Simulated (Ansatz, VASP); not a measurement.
**MgO in VASP and in Ansatz**

```
Mg O
1.0
     0.00000    2.11089    2.11089
     2.11089    0.00000    2.11089
     2.11089    2.11089    0.00000
Mg O
1 1
Cartesian
  0.0000 0.0000 0.0000
  2.1109 2.1109 2.1109
```

Change from the starting cell: volume scaled by 1.02.

Alike in both runs: task single point; functional PBEsol; k mesh 11 × 11 × 11; occupations fermi-dirac, width 0.05 eV; no spin polarisation.

|  | VASP | Ansatz |
| --- | --- | --- |
| version | VASP 6.6.1 | Ansatz 0.2.0 |
| potentials or method | VASP PAW PBE potentials, release 64 (Mg, O), cutoff 520 eV | all-electron LAPW, scalar-relativistic |

Ansatz gave:

- gap on the k mesh at the Fermi level (eV): 4.57
- least direct gap on the mesh (eV): 4.57
- pressure (GPa): -0.8

Problem. What did VASP give for the same quantities?

Solution. gap on the k mesh at the Fermi level (eV): 4.57; least direct gap on the mesh (eV): 4.57; pressure (GPa): -1.4.

VASP's potentials were made for PBE, not for PBEsol. Ansatz ran all-electron here, and VASP with PAW potentials.
